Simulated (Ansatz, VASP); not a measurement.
**Two plane-wave programs on Bi**

```
CELL_PARAMETERS angstrom
3.56450 0.00000 0.00000
-1.78225 3.08695 0.00000
0.00000 0.00000 5.86500
ATOMIC_POSITIONS crystal
Bi 0.33333 0.66667 0.25000
Bi 0.66667 0.33333 0.75000
```

Alike in both runs: functional revPBE; k mesh 10 × 10 × 6; occupations fermi-dirac, width 0.1 eV; no spin polarisation.

Ansatz relaxed the structure, and its values are those at the end. VASP's run is a single point on that final structure, the one shown.

```csv
,VASP,Ansatz
version,VASP 6.6.1,Ansatz 0.2.0
potentials or method,"VASP PAW PBE potentials, release 64 (Bi_d), cutoff 520 eV","plane waves (420 eV) with PAW, scalar-relativistic"
valence electrons in the cell,30,30
```

Ansatz gave:

| Item | Value |
| --- | --- |
| pressure (GPa) | 0.0 |

Q: Which values does VASP return?

A: Pressure (GPa): -0.1.

VASP's potentials were made for PBE, not for revPBE. With one functional, cell and mesh, what is left measures potentials, basis and numerics.

Neither program's run includes spin-orbit coupling.
